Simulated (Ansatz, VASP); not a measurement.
# CdS: VASP beside Ansatz

```
CELL_PARAMETERS angstrom
0.00000 2.25102 2.25102
2.25102 0.00000 2.25102
2.25102 2.25102 0.00000
ATOMIC_POSITIONS crystal
Cd 0.00000 0.00000 0.00000
S 0.50000 0.50000 0.50000
```

Change from the starting cell: volume scaled by 0.55, crystal datasets.

Alike in both runs: task single point; functional PBE; k mesh 13 × 13 × 13; occupations fermi-dirac, width 0.1 eV; no spin polarisation.

|  | VASP | Ansatz |
| --- | --- | --- |
| version | VASP 6.6.1 | Ansatz 0.2.0 |
| potentials or method | VASP PAW PBE potentials, release 64 (Cd, S), cutoff 520 eV | all-electron PAW with datasets made for the crystal, scalar-relativistic |

Ansatz gave:

| Item | Value |
| --- | --- |
| pressure (GPa) | 172.6 |

Q: What did VASP give for the same quantities?

A: Pressure (GPa): 178.8.

Both programs put the cell under a high pressure, so it lies far from rest at this level. Ansatz ran all-electron here, and VASP with PAW potentials.

Noted on VASP's run: the cell as given lies far from equilibrium.
